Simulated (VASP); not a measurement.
Crystal: Si4N3.

```
Si N
1.0
     4.04152    0.00000    0.00000
     0.00000    4.04152    0.00000
     0.00000    0.00000    4.04152
Si N
4 3
Direct
  0.24569 0.24569 0.75431
  0.75431 0.75431 0.75431
  0.24569 0.75431 0.24569
  0.75431 0.24569 0.24569
  0.00000 0.00000 0.50000
  0.50000 0.00000 0.00000
  0.00000 0.50000 0.00000
```

```yaml
Program: VASP 6.6.1
Task: relaxation of cell and atoms
Functional: PBE
Potentials_or_basis: VASP PAW PBE potentials, release 64 (Si, N)
Cutoff: 600 eV
k_mesh: 4 × 4 × 4
Occupations: gaussian, width 0.1 eV
Spin: no spin polarisation
```

At the start: pressure 42.3 GPa; volume 9.43 Å³/atom.

Q: How do energy, volume and symmetry change on relaxing?

A: Over 11 steps the energy falls by 673.5 meV/atom and the volume is 10.31 Å³/atom (+9.3 %); space group P-43m (No. 215, to 0.05 Å).

Step by step:
| step | energy change (eV) | largest force (eV/Å) | pressure (GPa) | volume (Å³) |
| --- | --- | --- | --- | --- |
| 1 | 0.0000 | 5.6560 | 42.31 | 66.01 |
| 2 | -2.4732 | 1.4883 | -26.91 | 92.78 |
| 3 | -3.9425 | 1.6237 | -14.07 | 81.97 |
| 4 | -3.9525 | 2.0127 | -12.10 | 80.91 |
| 5 | -4.5666 | 1.2502 | -7.38 | 75.04 |
| 6 | -4.5926 | 0.6279 | -8.71 | 75.96 |
| 7 | -4.6637 | 0.2541 | 6.82 | 69.84 |
| 8 | -4.7137 | 0.1078 | 0.14 | 72.14 |
| 9 | -4.7137 | 0.0965 | 0.34 | 72.07 |
| 10 | -4.7144 | 0.0409 | 0.12 | 72.21 |
| 11 | -4.7144 | 0.0093 | 0.17 | 72.17 |

Final structure:
```yaml
crystal:
  lattice:
    - [4.16351, 0.00000, 0.00000]
    - [0.00000, 4.16351, 0.00000]
    - [0.00000, 0.00000, 4.16351]
  atoms:
    - { symbol: Si, position: [0.28182, 0.28182, 0.71818] }
    - { symbol: Si, position: [0.71818, 0.71818, 0.71818] }
    - { symbol: Si, position: [0.28182, 0.71818, 0.28182] }
    - { symbol: Si, position: [0.71818, 0.28182, 0.28182] }
    - { symbol: N, position: [0.00000, 0.00000, 0.50000] }
    - { symbol: N, position: [0.50000, 0.00000, 0.00000] }
    - { symbol: N, position: [0.00000, 0.50000, 0.00000] }
```

Caveat: the k points lie up to 0.38 Å⁻¹ apart in the final cell.
